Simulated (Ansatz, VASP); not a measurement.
**Mg in VASP and in Ansatz**

```
Mg
1.0
     3.18758    0.00000    0.00000
    -1.59379    2.76052    0.00000
     0.00000    0.00000    5.11620
Mg
2
Direct
  0.33333 0.66667 0.25000
  0.66667 0.33333 0.75000
```

Alike in both runs: functional PBEsol; k mesh 18 × 18 × 8; occupations gaussian, width 0.1 eV; no spin polarisation.

Ansatz relaxed the structure, and its values are those at the end. VASP's run is a single point on that final structure, the one shown.

|  | VASP | Ansatz |
| --- | --- | --- |
| version | VASP 6.6.1 | Ansatz 0.2.0 |
| potentials or method | VASP PAW PBE potentials, release 64 (Mg), cutoff 520 eV | scalar-relativistic, plane waves, PAW |
| valence electrons in the cell | 4 | 20 |

|  | VASP | Ansatz | Ansatz less VASP |
| --- | --- | --- | --- |
| gap on the k mesh at the Fermi level (eV) | none | none | - |
| pressure (GPa) | -0.1 | 0.0 | +0.05 |

VASP's potentials were made for PBE, not for PBEsol. A gap of «none» marks a metal or a gap that the smearing closes. VASP's potentials hold 4 valence electrons a cell and Ansatz's 20, so a difference there can come from the potentials and not from the codes.
